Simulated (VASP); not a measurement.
# CsSnBr3 (Pm-3m) in VASP: notebook, part 2 of 2

VASP 6.6.1. The steps go on from the part before.

## Step 3: Single point, PBE

This run uses another cell than the first one, of 39.86 Å³/atom.

INCAR

```
PREC     = Accurate       # precision mode
ENCUT    = 500            # plane-wave cutoff, eV
EDIFF    = 1E-6           # SCF threshold, eV
ISMEAR   = 0              # smearing method
SIGMA    = 0.01           # smearing width, eV
LREAL    = F              # projectors in reciprocal space
LASPH    = T              # aspherical terms in the spheres
NELM     = 120            # most SCF steps
ALGO     = Normal         # electronic algorithm
ISIF     = 2              # what is computed and relaxed
LWAVE    = F              # write WAVECAR
LCHARG   = F              # write CHGCAR
GGA      = PE             # functional
NBANDS   = 30             # bands
GGA_COMPAT= F
```

KPOINTS

```
Automatic mesh
0
Gamma
  4 4 4
```

POSCAR

```
CsSnBr3
1.0
    5.8411488102      0.0000000000      0.0000000000
    0.0000000000      5.8411488102      0.0000000000
    0.0000000000      0.0000000000      5.8411488102
Cs Sn Br
1 1 3
Direct
    0.0000000000      0.0000000000      0.0000000000
    0.5000000000      0.5000000000      0.5000000000
    0.5000000000      0.5000000000      0.0000000000
    0.5000000000      0.0000000000      0.5000000000
    0.0000000000      0.5000000000      0.5000000000
```

Potentials or basis: VASP PAW PBE potentials, release 64 (Cs_sv, Sn_d, Br).

Run with:

```bash
$ cat potpaw_PBE.64/Cs_sv/POTCAR potpaw_PBE.64/Sn_d/POTCAR potpaw_PBE.64/Br/POTCAR > POTCAR
$ mpirun -np 1 vasp_std > vasp.out
```

Run time: 33 s. Hardware: 1 thread of Intel Xeon 6975P-C (Granite Rapids), shared host; peak memory 0.34 GiB.

The run converged. Its results:

```
Free energy            : -15.7766 eV
Pressure               : 0.7 GPa
Band gap on the k mesh : 0.50 eV
```

Levels at points of the mesh, in eV from the valence-band top:
| k point | band 18 | band 19 | band 20 | band 21 | band 22 | band 23 | band 24 | band 25 | band 26 | band 27 |
| --- | --- | --- | --- | --- | --- | --- | --- | --- | --- | --- |
| (0.00, 0.00, 0.00) | -2.99 | -2.99 | -2.86 | -2.86 | -2.86 | 2.25 | 3.29 | 3.29 | 3.94 | 3.94 |
| (0.50, 0.00, 0.00) | -3.17 | -3.13 | -2.98 | -2.98 | -1.98 | 1.48 | 3.68 | 4.32 | 4.33 | 4.34 |
| (0.50, 0.50, 0.00) | -3.29 | -3.25 | -3.25 | -2.51 | -0.97 | 1.03 | 1.03 | 3.93 | 4.40 | 4.83 |
| (0.50, 0.50, 0.50) | -3.28 | -2.49 | -2.49 | -2.49 | 0.00 | 0.50 | 0.50 | 0.50 | 3.74 | 4.35 |

Caveat: semilocal functionals underestimate gaps, and a narrow one can read as zero; spin-orbit coupling is left out, which moves the levels of the heavy elements. A k mesh can miss the band edges.

## Step 4: Single point, PBE (39.99 Å³/atom)

This run uses another cell than the first one, of 39.99 Å³/atom.

INCAR

```
SYSTEM = CsSnBr3
PREC = Accurate ; ENCUT = 500
EDIFF = 1E-6 ; ISMEAR = 0
SIGMA = 0.01 ; LREAL = .False.
LASPH = .True. ; NELM = 120
ALGO = Normal ; ISIF = 2
LWAVE = .False. ; LCHARG = .False.
GGA = PE ; NBANDS = 30
GGA_COMPAT = .False.
```

KPOINTS

```
regular mesh
0
Gamma
  4 4 4
  0 0 0
```

Edit POSCAR of step 3 so:

```diff
@@ -2,5 +2,5 @@
 1.0
-    5.8411488102      0.0000000000      0.0000000000
-    0.0000000000      5.8411488102      0.0000000000
-    0.0000000000      0.0000000000      5.8411488102
+    5.8476888999      0.0000000000      0.0000000000
+    0.0000000000      5.8476888999      0.0000000000
+    0.0000000000      0.0000000000      5.8476888999
 Cs Sn Br
```

Run with:

```bash
$ cat potpaw_PBE.64/Cs_sv/POTCAR potpaw_PBE.64/Sn_d/POTCAR potpaw_PBE.64/Br/POTCAR > POTCAR
$ mpirun -np 1 vasp_std > vasp.out
```

Run time: 34 s. Hardware: 1 thread of Intel Xeon 6975P-C (Granite Rapids), shared host; peak memory 0.34 GiB.

Results (log left out):

```yaml
Free_energy: -15.7796 eV
Pressure: 0.7 GPa
Band_gap_on_the_k_mesh: 0.52 eV
```

Levels at points of the mesh, in eV from the valence-band top:
```csv
k point,band 18,band 19,band 20,band 21,band 22,band 23,band 24,band 25,band 26,band 27
"(0.00, 0.00, 0.00)",-2.96,-2.96,-2.84,-2.84,-2.84,2.27,3.32,3.32,3.97,3.97
"(0.50, 0.00, 0.00)",-3.14,-3.10,-2.95,-2.95,-1.97,1.49,3.70,4.34,4.35,4.35
"(0.50, 0.50, 0.00)",-3.27,-3.22,-3.22,-2.48,-0.96,1.04,1.04,3.94,4.42,4.85
"(0.50, 0.50, 0.50)",-3.26,-2.47,-2.47,-2.47,0.00,0.52,0.52,0.52,3.76,4.37
```

Caveat: semilocal functionals underestimate gaps, and a narrow one can read as zero; spin-orbit coupling is left out, which moves the levels of the heavy elements. A k mesh can miss the band edges.

## Step 5: Single point, PBE

This run uses another cell than the first one, of 41.23 Å³/atom.

INCAR

```
SYSTEM = CsSnBr3
ALGO = Normal
EDIFF = 1E-6
ENCUT = 500
GGA = PE
GGA_COMPAT = .False.
ISIF = 2
ISMEAR = 0
LASPH = .True.
LCHARG = .False.
LREAL = .False.
LWAVE = .False.
NBANDS = 30
NELM = 120
PREC = Accurate
SIGMA = 0.01
```

KPOINTS

```
k-points
0
Gamma
  4 4 4
  0 0 0
```

Edit POSCAR of step 4 so:

```diff
@@ -2,5 +2,5 @@
 1.0
-    5.8476888999      0.0000000000      0.0000000000
-    0.0000000000      5.8476888999      0.0000000000
-    0.0000000000      0.0000000000      5.8476888999
+    5.9073633164      0.0000000000      0.0000000000
+    0.0000000000      5.9073633164      0.0000000000
+    0.0000000000      0.0000000000      5.9073633164
 Cs Sn Br
```

Potentials or basis: VASP PAW PBE potentials, release 64 (Cs_sv, Sn_d, Br).

Run with:

```bash
$ cat potpaw_PBE.64/Cs_sv/POTCAR potpaw_PBE.64/Sn_d/POTCAR potpaw_PBE.64/Br/POTCAR > POTCAR
$ mpirun -np 1 vasp_std > vasp.out
```

OUTCAR:

```text
SYSTEM = CsSnBr3
   EDIFF = 1E-6
   ENCUT = 500
   GGA = PE
   ISIF = 2
   ISMEAR = 0
   LASPH = .True.
   LREAL = .False.
   NELM = 120
   PREC = Accurate

 ion  position               nearest neighbor table
   1  0.000  0.000  0.000-
   2  0.500  0.500  0.500-   3 2.95   4 2.95   5 2.95   3 2.95   4 2.95   5 2.95
   3  0.500  0.500  0.000-   2 2.95   2 2.95
   4  0.500  0.000  0.500-   2 2.95   2 2.95
   5  0.000  0.500  0.500-   2 2.95   2 2.95

  LATTYP: Found a simple cubic cell.
[... 515 lines left out ...]
  --------------------------------------------------------------------------------------
  -------------------------------------------------------------------------------------
  Total        0.0234948      0.0234948      0.0234948      0.0000000     -0.0000000      0.0000000
  in kB        0.1826005      0.1826005      0.1826005      0.0000000     -0.0000000      0.0000000
  external PRESSURE =       0.1826005 kB  Pullay stress =       0.0000000 kB

 VOLUME and BASIS-vectors are now :
 -----------------------------------------------------------------------------
  energy-cutoff  :      500.00
  volume of cell :      206.15
      direct lattice vectors                 reciprocal lattice vectors
     5.907363316  0.000000000  0.000000000     0.169280260  0.000000000  0.000000000
     0.000000000  5.907363316  0.000000000     0.000000000  0.169280260  0.000000000
     0.000000000  0.000000000  5.907363316     0.000000000  0.000000000  0.169280260

 POSITION                                       TOTAL-FORCE (eV/Angst)
 -----------------------------------------------------------------------------------
      0.00000      0.00000      0.00000         0.000000      0.000000      0.000000
      2.95368      2.95368      2.95368         0.000000      0.000000      0.000000
      2.95368      2.95368      0.00000         0.000000      0.000000      0.000000
      2.95368      0.00000      2.95368         0.000000      0.000000      0.000000
      0.00000      2.95368      2.95368         0.000000      0.000000      0.000000
 -----------------------------------------------------------------------------------
    total drift:                                0.000000     -0.000000     -0.000000

  FREE ENERGIE OF THE ION-ELECTRON SYSTEM (eV)
  ---------------------------------------------------
  free  energy   TOTEN  =       -15.7932182847 eV

  energy  without entropy=      -15.7932182847  energy(sigma->0) =      -15.79321828
```

Run time: 37 s. Hardware: 1 thread of Intel Xeon 6975P-C (Granite Rapids), shared host; peak memory 0.34 GiB.

Results:

| Quantity | Value |
| --- | --- |
| Free energy | -15.7932 eV |
| Pressure | 0.0 GPa |
| Band gap on the k mesh | 0.67 eV |

Caveat: semilocal functionals underestimate gaps, and a narrow one can read as zero; spin-orbit coupling is left out, which moves the levels of the heavy elements. A k mesh can miss the band edges.

## Step 6: Summary

| cell | gap on the mesh (eV) | pressure (GPa) |
| --- | --- | --- |
| a = 5.787 Å, 5 atoms | 0.35 | 1.4 |
| a = 5.841 Å, 5 atoms | 0.50 | 0.7 |
| a = 5.848 Å, 5 atoms | 0.52 | 0.7 |
| a = 5.907 Å, 5 atoms | 0.67 | 0.0 |

Alike in all rows: task single point; level PBE; potentials or basis VASP PAW PBE potentials, release 64 (Cs_sv, Sn_d, Br); no spin polarisation; k mesh 4 × 4 × 4; cutoff (eV) 500; smearing gaussian 0.01 eV.

Caveats: semilocal functionals underestimate gaps, and a narrow one can read as zero; spin-orbit coupling is left out, which moves the levels of the heavy elements.

Total energies depend on the potentials used, so only differences within one code and one set of settings carry meaning.
